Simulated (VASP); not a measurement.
Wanted: the native input for a VASP 6.6.1 run.

```
Task                   : relaxation of cell and atoms
Functional             : PBEsol
Potentials or basis    : VASP PAW PBE potentials, release 64 (Ru_pv)
Cutoff                 : 600 eV
k mesh                 : 8 × 8 × 8
Occupations            : gaussian, width 0.1 eV
Spin                   : no spin polarisation
Dipole correction      : no
Further INCAR settings : ALGO = Normal; EDIFF = 1e-06; IBRION = 2; EDIFFG = -0.05; NSW = 80; ISIF = 3
```

The structure of Ru lies in POSCAR:

```
Ru
1.0
    0.0000000000      1.9261309583      1.9261309583
    1.9261309583      0.0000000000      1.9261309583
    1.9261309583      1.9261309583      0.0000000000
Ru
1
Direct
    0.0000000000      0.0000000000      0.0000000000
```

These files were run (other wordings do the same):

INCAR

```
SYSTEM = Ru
  PREC = Accurate
  ENCUT = 600
  EDIFF = 1E-6
  ISMEAR = 0
  SIGMA = 0.1
  LREAL = .False.
  LASPH = .True.
  NELM = 60
  ALGO = Normal
  ISIF = 3
  LWAVE = .False.
  LCHARG = .False.
  GGA = PS
  IBRION = 2
  NSW = 80
  EDIFFG = -0.05
```

KPOINTS

```
Automatic mesh
0
Gamma
  8 8 8
  0 0 0
```

Potentials or basis: VASP PAW PBE potentials, release 64 (Ru_pv).

Command:

```bash
$ cat potpaw_PBE.64/Ru_pv/POTCAR > POTCAR
$ mpirun -np 1 vasp_std > vasp.out
```

Results of the run:

| Quantity | Value |
| --- | --- |
| Relaxed volume | 13.35 Å³/atom |
| Relaxed cell | a = 2.663 Å, b = 2.663 Å, c = 2.663 Å, α = 60.00°, β = 60.00°, γ = 60.00° |
| Space group after relaxing (to 0.05 Å) | Fm-3m (No. 225) |
| Energy gained by relaxing | 64.1 meV/atom |
| Ionic steps | 4 |
| Pressure after relaxing | -0.4 GPa |
| Band gap on the k mesh | zero (band 7 reaches 15.27 eV, above the bottom of band 8 at 12.03 eV) |

Caveat: the PAW data sets were made with another functional, which shifts forces and pressure a little.

Run time: 7.6 s on 1 thread of Intel(R) Xeon(R) 6975P-C (Granite Rapids), on a shared host, peak memory 0.14 GiB.
